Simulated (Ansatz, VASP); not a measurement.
HfN in VASP and in Ansatz

INCAR

```
SYSTEM = HfN
ALGO = Normal
EDIFF = 1E-6
ENCUT = 520
GGA = PE
ISIF = 2
ISMEAR = -1
LASPH = .True.
LCHARG = .True.
LELF = .True.
LREAL = .False.
LVHAR = .True.
LWAVE = .False.
NBANDS = 23
NELM = 80
PREC = Accurate
SIGMA = 0.08
```

KPOINTS

```
k-points
0
Gamma
  10 10 6
  0 0 0
```

File POSCAR:

```
HfN
1.0
    3.0661246086      0.0000000000      0.0000000000
   -1.5330623043      2.6553418022      0.0000000000
    0.0000000000      0.0000000000      5.5612177572
Hf N
2 2
Direct
    0.0000000000      0.0000000000      0.0000000000
    0.0000000000      0.0000000000      0.5000000000
    0.3333333333      0.6666666667      0.2500000000
    0.6666666667      0.3333333333      0.7500000000
```

Input for Ansatz:

```yaml
crystal:
  lattice:
    - [3.0661246086, 0.0, 0.0]
    - [-1.5330623043, 2.6553418022, 0.0]
    - [0.0, 0.0, 5.5612177572]
  atoms:
    - { symbol: Hf, position: [0.0, 0.0, 0.0] }
    - { symbol: Hf, position: [0.0, 0.0, 0.5] }
    - { symbol: "N", position: [0.3333333333, 0.6666666667, 0.25] }
    - { symbol: "N", position: [0.6666666667, 0.3333333333, 0.75] }
kpoints:
  mp_grid: { grid: [10, 10, 6] }
scf:
  occupations: { method: fermi_dirac, width: 0.08 }
hamiltonian:
  xc: pbe
  pseudopotentials: { kind: all_electron, lapw: { basis_error: 0.0005 } }
output:
  forces: true
  stress: true
  eigenvalues: true
  populations: true
```

Alike in both runs: task single point; functional PBE; k mesh 10 × 10 × 6; occupations fermi-dirac, width 0.08 eV; no spin polarisation.

```csv
,VASP,Ansatz
version,VASP 6.6.1,Ansatz 0.2.0
potentials or method,"VASP PAW PBE potentials, release 64 (Hf_pv, N), cutoff 520 eV","all-electron LAPW, scalar-relativistic"
```

VASP gave:

| Item | Value |
| --- | --- |
| pressure (GPa) | 19.7 |
| traceless stress, the component that is largest in VASP (GPa) | -0.83 |

Question: Which values does Ansatz return?

Answer: Pressure (GPa): 22.1; traceless stress, the component that is largest in VASP (GPa): 0.05.

Ansatz ran all-electron here, and VASP with PAW potentials.

Neither program's run includes spin-orbit coupling.
